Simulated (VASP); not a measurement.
Pd, 3 atoms in the cell. Symmetry: P6/mmm, No. 191, hexagonal system. The conventional cell has a = 4.621 Å, b = 4.621 Å, c = 2.750 Å, α = 90.00°, β = 90.00°, γ = 120.00°. Within 3.6 Å of Pd (site symmetry 6/mmm) lie 14 Pd at 2.75 to 3.00 Å. Within 3.5 Å of Pd (site symmetry -6m2) lie 11 Pd at 2.67 to 3.00 Å. This isn't the form of Pd at room conditions, which is fcc.

```yaml
Program: VASP 6.6.1
Task: single point
Functional: PBE
Potentials_or_basis: VASP PAW PBE potentials, release 64 (Pd)
Cutoff: 520 eV
k_mesh: 11 × 11 × 15
Occupations: fermi-dirac, width 0.1 eV
Spin: no spin polarisation
Dipole_correction: no
Further_INCAR_settings: ALGO = Normal; EDIFF = 1e-07; NBANDS = 22
```

Potentials or basis: VASP PAW PBE potentials, release 64 (Pd).

Launch:

```sh
$ cat potpaw_PBE.64/Pd/POTCAR > POTCAR
$ mpirun -np 1 vasp_std > vasp.out
```

Hardware: 1 thread of Intel Xeon 8259CL, on a shared host.

How long does it take, and how much memory?

It took 2.7 min on 1 thread of Intel Xeon 8259CL, on a shared host, peak memory 0.25 GiB. Counts: scf iterations 15, k points 128.
